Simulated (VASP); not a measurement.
Sc3I2, 10 atoms in the cell. The structure is trigonal, space group R-3c (No. 167). Conventional cell: a = 7.174 Å, b = 7.174 Å, c = 19.587 Å, α = 90.00°, β = 90.00°, γ = 120.00°. Within 4.4 Å of Sc (site symmetry 2) lie 4 I at 2.80 to 2.97 Å and 12 Sc at 3.81 to 4.32 Å. Within 3.7 Å of I (site symmetry 3) lie 6 Sc at 2.80 to 2.97 Å. 

```yaml
Program: VASP 6.6.1
Task: relaxation of cell and atoms
Functional: PBE
Potentials_or_basis: VASP PAW PBE potentials, release 64 (Sc_sv, I)
Cutoff: 600 eV
k_mesh: 3 × 3 × 3
Occupations: gaussian, width 0.1 eV
Spin: no spin polarisation
Dipole_correction: no
Further_INCAR_settings: ALGO = Normal; EDIFF = 1e-06; IBRION = 2; EDIFFG = -0.04; NSW = 90; ISIF = 3
```

Potentials or basis: VASP PAW PBE potentials, release 64 (Sc_sv, I).

The run is started by

```bash
$ cat potpaw_PBE.64/Sc_sv/POTCAR potpaw_PBE.64/I/POTCAR > POTCAR
$ mpirun -np 1 vasp_std > vasp.out
```

Hardware: 1 thread of Intel(R) Xeon(R) 6975P-C (Granite Rapids), on a shared host.

Task: How long does it take, and how much memory?

Result: Run time: 9.4 min on 1 thread of Intel(R) Xeon(R) 6975P-C (Granite Rapids), on a shared host, peak memory 0.65 GiB. Counts: scf iterations 56, k points 6, ion steps 7.
